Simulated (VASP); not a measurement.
Input of a VASP 6.6.1 run:

The input INCAR:

```
  PREC = Accurate
  ENCUT = 520
  EDIFF = 1E-6
  ISMEAR = 0
  SIGMA = 0.15
  LREAL = F
  LASPH = T
  NELM = 80
  ALGO = Normal
  ISIF = 2
  LWAVE = F
  LCHARG = F
  GGA = PS
  NBANDS = 16
```

File KPOINTS:

```
regular mesh
0
Gamma
  14 14 14
```

File POSCAR:

```
InP
1.0
    0.0000000000      2.8550000000      2.8550000000
    2.8550000000      0.0000000000      2.8550000000
    2.8550000000      2.8550000000      0.0000000000
In P
1 1
Direct
    0.0000000000      0.0000000000      0.0000000000
    0.5000000000      0.5000000000      0.5000000000
```

Potentials or basis: VASP PAW PBE potentials, release 64 (In_d, P).

Run with:

```sh
$ cat potpaw_PBE.64/In_d/POTCAR potpaw_PBE.64/P/POTCAR > POTCAR
$ mpirun -np 1 vasp_std > vasp.out
```

Q: Predict the band gap on the k mesh.

A: Zero (bands 9 and 10 overlap by 2.35 eV).

Q: Estimate the pressure.

A: -8.2 GPa.

Caveat: the cell stands under tension; the PAW data sets were made with another functional, which shifts forces and pressure a little; spin-orbit coupling is left out, which moves the levels of the heavy elements.
